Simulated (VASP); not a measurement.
# TcRh (P-6m2) in VASP: further runs, part 2 of 2

VASP 6.6.1. The steps go on from the part before.

**3. Single point, LDA**

This run uses another cell than the first one, of 13.16 Å³/atom, 1.029 times its volume.

INCAR

```
SYSTEM = TcRh
ALGO = Normal ; EDIFF = 1E-6
ENCUT = 520 ; ISIF = 2
ISMEAR = -1 ; LASPH = .TRUE.
LCHARG = .FALSE. ; LREAL = .FALSE.
LWAVE = .FALSE. ; NBANDS = 21
NELM = 100 ; PREC = Accurate
SIGMA = 0.1
```

KPOINTS

```
k-points
0
G
  12 12 7
  0 0 0
```

POSCAR

```
TcRh
1.0
    2.6727761735      0.0000000000      0.0000000000
   -1.3363885777      2.3146922804      0.0000000000
    0.0000000000      0.0000000000      4.2527172953
Tc Rh
1 1
Direct
    0.6666666667      0.3333333333      0.0000000000
    0.0000000000      0.0000000000      0.5000000000
```

Potentials or basis: VASP PAW LDA potentials, release 64 (Tc_pv, Rh_pv).

The run is started by

```
$ cat potpaw_LDA.64/Tc_pv/POTCAR potpaw_LDA.64/Rh_pv/POTCAR > POTCAR
$ mpirun -np 1 vasp_std > vasp.out
```

OUTCAR:

```text
SYSTEM = TcRh
   EDIFF = 1E-6
   ENCUT = 520
   ISIF = 2
   ISMEAR = -1
   LASPH = .TRUE.
   LREAL = .FALSE.
   NELM = 100
   PREC = Accurate

 ion  position               nearest neighbor table
   1  0.667  0.333  0.000-   2 2.63   2 2.63   2 2.63   2 2.63   2 2.63   2 2.63
   2  0.000  0.000  0.500-   1 2.63   1 2.63   1 2.63   1 2.63   1 2.63   1 2.63

  LATTYP: Found a hexagonal cell.
 ALAT       =     2.6727761735
 C/A-ratio  =     1.5911236180

  Lattice vectors:

 A1 = (   2.6727761735,   0.0000000000,   0.0000000000)
 A2 = (  -1.3363885777,   2.3146922804,   0.0000000000)
[... 189 lines left out ...]
      5     -24.8421      2.00000
      6     -24.8421      2.00000
[... 565 lines left out ...]
     20      26.0880      0.00000
     21      29.1935      0.00000

 [... further k-points ...]
[... 5 lines left out ...]
  --------------------------------------------------------------------------------------
  -------------------------------------------------------------------------------------
  Total        1.1145375      1.1145377      1.5726436     -0.0000002      0.0000000     -0.0000000
  in kB       67.8707885     67.8708012     95.7675844     -0.0000144      0.0000000     -0.0000000
  external PRESSURE =      77.1697247 kB  Pullay stress =       0.0000000 kB

 VOLUME and BASIS-vectors are now :
 -----------------------------------------------------------------------------
  energy-cutoff  :      520.00
  volume of cell :       26.31
      direct lattice vectors                 reciprocal lattice vectors
     2.672776173  0.000000000  0.000000000     0.374142814  0.216011514  0.000000000
    -1.336388578  2.314692280  0.000000000     0.000000000  0.432022869  0.000000000
     0.000000000  0.000000000  4.252717295     0.000000000  0.000000000  0.235143775

 POSITION                                       TOTAL-FORCE (eV/Angst)
 -----------------------------------------------------------------------------------
      1.33639      0.77156      0.00000        -0.000000      0.000000      0.000000
      0.00000      0.00000      2.12636         0.000000      0.000000      0.000000
 -----------------------------------------------------------------------------------
    total drift:                               -0.000002     -0.000001      0.000000

  FREE ENERGIE OF THE ION-ELECTRON SYSTEM (eV)
  ---------------------------------------------------
  free  energy   TOTEN  =       -20.7089273298 eV

  energy  without entropy=      -20.6529346925  energy(sigma->0) =      -20.68093101
```

OSZICAR:

```text
N       E                     dE             d eps       ncg     rms          rms(c)
DAV:   1     0.319947359036E+03    0.31995E+03   -0.17727E+04  3192   0.150E+03
DAV:   2    -0.145760732336E+02   -0.33452E+03   -0.32463E+03  3297   0.450E+02
DAV:   3    -0.220566055625E+02   -0.74805E+01   -0.74402E+01  3707   0.780E+01
DAV:   4    -0.221051758691E+02   -0.48570E-01   -0.48566E-01  3543   0.648E+00
DAV:   5    -0.221058560635E+02   -0.68019E-03   -0.68019E-03  3777   0.761E-01    0.197E+01
DAV:   6    -0.210143191706E+02    0.10915E+01   -0.43492E+00  3607   0.184E+01    0.796E+00
DAV:   7    -0.215330451738E+02   -0.51873E+00   -0.87328E+00  3627   0.179E+01    0.747E+00
DAV:   8    -0.207162486082E+02    0.81680E+00   -0.39148E+00  3622   0.130E+01    0.116E+00
DAV:   9    -0.207098394989E+02    0.64091E-02   -0.29284E-02  3492   0.141E+00    0.280E-01
DAV:  10    -0.207089232955E+02    0.91620E-03   -0.11260E-03  3727   0.353E-01    0.502E-02
DAV:  11    -0.207089255724E+02   -0.22769E-05   -0.97394E-05  3672   0.819E-02    0.175E-02
DAV:  12    -0.207089270937E+02   -0.15213E-05   -0.49031E-06  3412   0.157E-02    0.736E-03
DAV:  13    -0.207089273298E+02   -0.23606E-06   -0.31985E-07  2126   0.447E-03
   1 F= -.20708927E+02 E0= -.20680931E+02  d E =-.559926E-01
```

stdout:

```text
POSCAR found type information on POSCAR TcRh
 POSCAR found :  2 types and       2 ions
 scaLAPACK will be used
 LDA part: xc-table for (Slater(with rela. corr.)+CA(PZ))
 , standard interpolation
 POSCAR, INCAR and KPOINTS ok, starting setup
 FFT: planning ... GRIDC
 FFT: planning ... GRID_SOFT
 FFT: planning ... GRID
 WAVECAR not read
 entering main loop
```

Wall time 27 s (1 thread of Intel Xeon Platinum 8488C (Sapphire Rapids), shared host); peak memory 0.16 GiB.

Results:

| Property | Result |
| --- | --- |
| Free energy | -20.7089 eV |
| Pressure | 7.7 GPa |
| Band gap on the k mesh | zero (band 14 reaches 14.52 eV, above the bottom of band 15 at 11.92 eV) |

**4. Single point, LDA**

This run uses another cell than the first one, of 13.53 Å³/atom, 1.058 times its volume.

INCAR

```
SYSTEM = TcRh
PREC = Accurate
ENCUT = 520
EDIFF = 1E-7
ISMEAR = -1
SIGMA = 0.1
LREAL = .FALSE.
LASPH = .TRUE.
NELM = 100
ALGO = Normal
ISIF = 2
LWAVE = .FALSE.
LCHARG = .FALSE.
GGA = CA
NBANDS = 21
```

KPOINTS

```
Automatic mesh
0
G
  12 12 7
  0 0 0
```

POSCAR

```
TcRh
1.0
    2.6976406355      0.0000000000      0.0000000000
   -1.3488208133      2.3362255382      0.0000000000
    0.0000000000      0.0000000000      4.2922797281
Tc Rh
1 1
Direct
    0.6666666667      0.3333333333      0.0000000000
    0.0000000000      0.0000000000      0.5000000000
```

The run is started by

```
$ cat potpaw_LDA.64/Tc_pv/POTCAR potpaw_LDA.64/Rh_pv/POTCAR > POTCAR
$ mpirun -np 1 vasp_std > vasp.out
```

Run time: 29 s. Hardware: 1 thread of Intel Xeon Platinum 8488C (Sapphire Rapids), shared host; peak memory 0.16 GiB.

It converged, with:

```
Free energy            : -20.7220 eV
Pressure               : -2.1 GPa
Band gap on the k mesh : zero (band 14 reaches 13.94 eV, above the bottom of band 15 at 11.47 eV)
```

Stress tensor (GPa, compression positive):
```
-2.77  0.00  0.00
 0.00 -2.77  0.00
 0.00  0.00 -0.75
```

Levels at points of the mesh, in eV from the Fermi level:
| k point | band 11 | band 12 | band 13 | band 14 | band 15 | band 16 | band 17 | band 18 |
| --- | --- | --- | --- | --- | --- | --- | --- | --- |
| (0.00, 0.00, 0.00) | -2.56 | -1.75 | -1.75 | -1.52 | -1.52 | 1.20 | 1.57 | 1.57 |
| (0.50, 0.00, 0.00) | -2.16 | -2.03 | -1.45 | 0.44 | 2.09 | 3.07 | 3.94 | 6.44 |

**5. Single point, LDA**

This run uses another cell than the first one, of 13.90 Å³/atom, 1.087 times its volume.

INCAR

```
ALGO = Normal ; EDIFF = 1E-7
ENCUT = 520 ; ISIF = 2
ISMEAR = -1 ; LASPH = True
LCHARG = True ; LELF = True
LREAL = False ; LVHAR = True
LWAVE = False ; NBANDS = 21
NELM = 60 ; PREC = Accurate
SIGMA = 0.1
```

KPOINTS

```
k-points
0
Gamma
  12 12 7
```

POSCAR

```
TcRh
1.0
    2.7220550000      0.0000000000      0.0000000000
   -1.3610280000      2.3573690000      0.0000000000
    0.0000000000      0.0000000000      4.3311260000
Tc Rh
1 1
Direct
    0.6666666667      0.3333333333      0.0000000000
    0.0000000000      0.0000000000      0.5000000000
```

The run is started by

```
$ cat potpaw_LDA.64/Tc_pv/POTCAR potpaw_LDA.64/Rh_pv/POTCAR > POTCAR
$ mpirun -np 1 vasp_std > vasp.out
```

Wall time 30 s (1 thread of Intel Xeon Platinum 8488C (Sapphire Rapids), shared host); peak memory 0.16 GiB.

The run converged. Its results:

- Free energy: -20.6933 eV
- Pressure: -10.4 GPa
- Band gap on the k mesh: zero (band 14 reaches 13.40 eV, above the bottom of band 15 at 11.03 eV)

Stress tensor (GPa, compression positive):
```
-10.86   0.00   0.00
  0.00 -10.86   0.00
  0.00   0.00  -9.51
```

Levels at points of the mesh, in eV from the Fermi level:
| k point | band 11 | band 12 | band 13 | band 14 | band 15 | band 16 | band 17 | band 18 |
| --- | --- | --- | --- | --- | --- | --- | --- | --- |
| (0.00, 0.00, 0.00) | -2.46 | -1.68 | -1.68 | -1.46 | -1.46 | 1.17 | 1.52 | 1.52 |
| (0.50, 0.00, 0.00) | -2.09 | -1.98 | -1.40 | 0.42 | 2.00 | 2.95 | 3.79 | 6.24 |

**6. The runs side by side**

| cell | gap on the mesh (eV) | pressure (GPa) |
| --- | --- | --- |
| a = 2.647, b = 2.647, c = 4.212 Å, angles 90.0, 90.0, 120.0°, 2 atoms | none | 19.1 |
| a = 2.673, b = 2.673, c = 4.253 Å, angles 90.0, 90.0, 120.0°, 2 atoms | none | 7.7 |
| a = 2.698, b = 2.698, c = 4.292 Å, angles 90.0, 90.0, 120.0°, 2 atoms | none | -2.1 |
| a = 2.722, b = 2.722, c = 4.331 Å, angles 90.0, 90.0, 120.0°, 2 atoms | none | -10.4 |

Alike in all rows: task single point; level LDA; potentials or basis VASP PAW LDA potentials, release 64 (Tc_pv, Rh_pv); no spin polarisation; k mesh 12 × 12 × 7; cutoff (eV) 520; smearing fermi-dirac 0.1 eV.

Total energies depend on the potentials used, so only differences within one code and one set of settings carry meaning.
